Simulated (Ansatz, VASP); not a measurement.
# One calculation of EuS, two programs

File INCAR:

```
PREC = Accurate
ENCUT = 600
EDIFF = 1E-7
ISMEAR = -1
SIGMA = 0.05
LREAL = False
LASPH = True
NELM = 200
ALGO = Normal
ISIF = 3
LWAVE = False
LCHARG = False
ISPIN = 2
MAGMOM = 7 0
LORBIT = 11
LMAXMIX = 6
GGA = B5
ALDAX = 1.0
AGGAX = 1.0
AGGAC = 1.0
ALDAC = 0.0
IVDW = 13
VDW_S6 = 1.0
VDW_S8 = 2.34076671
VDW_A1 = 0.44488865
VDW_A2 = 4.0933009
IBRION = 2
NSW = 60
EDIFFG = -0.01
GGA_COMPAT = False
NELMIN = 4
```

Contents of KPOINTS:

```
Automatic mesh
0
Gamma
  8 8 8
```

Contents of POSCAR:

```
EuS
1.0
    0.0000000000      2.9785000000      2.9785000000
    2.9785000000      0.0000000000      2.9785000000
    2.9785000000      2.9785000000      0.0000000000
Eu S
1 1
Direct
    0.0000000000      0.0000000000      0.0000000000
    0.5000000000      0.5000000000      0.5000000000
```

The input input.yaml:

```yaml
crystal:
  lattice:
    - [0.0, 2.9785, 2.9785]
    - [2.9785, 0.0, 2.9785]
    - [2.9785, 2.9785, 0.0]
  atoms:
    - { symbol: Eu, position: [0.0, 0.0, 0.0], spin: 7.0 }
    - { symbol: S, position: [0.5, 0.5, 0.5] }
hamiltonian:
  xc: blyp
  pseudopotentials: { kind: paw }
  dispersion: d4
magnetization:
  spin_polarized: true
kpoints:
  mp_grid: { grid: [8, 8, 8] }
scf:
  occupations: { method: fermi_dirac, width: 0.05 }
output:
  forces: true
  stress: true
relax:
  f_tol: 0.01
  max_steps: 40
  cell: { stress_tol: 0.05 }
```

Alike in both runs: task relaxation of cell and atoms; functional BLYP; dispersion D4; k mesh 8 × 8 × 8; occupations fermi-dirac, width 0.05 eV; collinear spin.

```csv
,VASP,Ansatz
version,VASP 6.6.1,Ansatz 0.2.0
potentials or method,"VASP PAW PBE potentials, release 64 (Eu, S)",Ansatz PAW
plane-wave cutoff (eV),600,420
valence electrons in the cell,23,23
```

```tsv
	VASP	Ansatz	Ansatz less VASP
net moment per atom (μB)	3.48	3.48	+0.002
size of the moment on the site where the two differ most (μB)	6.59	6.73	+0.140
relaxed volume (Å³/atom)	24.85	24.90	+0.049
relaxed cell length with the largest relative difference (Å)	4.127	4.130	+0.0027
```

VASP's potentials were made for PBE, not for BLYP. Site moments also hang on the region over which each program counts them.

Neither program's run includes spin-orbit coupling. Noted on Ansatz's run: the plane-wave basis is chosen anew once the cell has moved, so the energies of steps on either side of that aren't comparable.
